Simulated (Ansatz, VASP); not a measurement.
## C in VASP and in Ansatz

File INCAR:

```
ALGO = Normal
EDIFF = 1E-6
ENCUT = 520
GGA = PE
GGA_COMPAT = F
ISIF = 2
ISMEAR = 0
LASPH = T
LCHARG = T
LORBIT = 11
LORBMOM = T
LREAL = F
LSORBIT = T
LVHAR = T
LWAVE = F
MAGMOM = 0 0 0 0 0 0
NBANDS = 20
NELM = 150
PREC = Accurate
SIGMA = 0.05
```

Contents of KPOINTS:

```
k-points
0
Gamma
  30 30 1
```

The input POSCAR:

```
C
1.0
    2.4560180200      0.0000000000      0.0000000000
   -1.2280090100      2.1269739900      0.0000000000
    0.0000000000      0.0000000000     13.0000000000
C
2
Direct
    0.6666666700      0.3333333300      0.5000000000
    0.3333333300      0.6666666700      0.5000000000
```

Input for Ansatz:

```yaml
crystal:
  lattice:
    - [2.45601802, 0.0, 0.0]
    - [-1.22800901, 2.12697399, 0.0]
    - [0.0, 0.0, 13.0]
  atoms:
    - { symbol: C, position: [0.66666667, 0.33333333, 0.5] }
    - { symbol: C, position: [0.33333333, 0.66666667, 0.5] }
basis:
  ecutwfc: 420
kpoints:
  mp_grid: { grid: [30, 30, 1] }
hamiltonian:
  xc: pbe
scf:
  occupations: { method: gaussian, width: 0.05 }
output:
  forces: true
  eigenvalues: true
  eigenstates:
    nscf_kmesh: { grid: [72, 72, 1] }
    top_band: c12
    de_dk: true
    localisation: false
checkpoint:
  write: ck
  compress: false
  write_wavefunctions: false
  write_every: 100000
magnetization:
  noncollinear: true
  spin_orbit: true
```

Alike in both runs: task single point; functional PBE; k mesh 30 × 30 × 1; occupations gaussian, width 0.05 eV; non-collinear spin, spin-orbit coupling.

|  | VASP | Ansatz |
| --- | --- | --- |
| version | VASP 6.6.1 | Ansatz 0.2.0 |
| potentials or method | VASP PAW PBE potentials, release 64 (C), cutoff 520 eV | plane waves, PAW |
| valence electrons in the cell | 8 | 8 |

```csv
,VASP,Ansatz,Ansatz less VASP
net moment per atom (μB),0.00,0.00,0.000
```
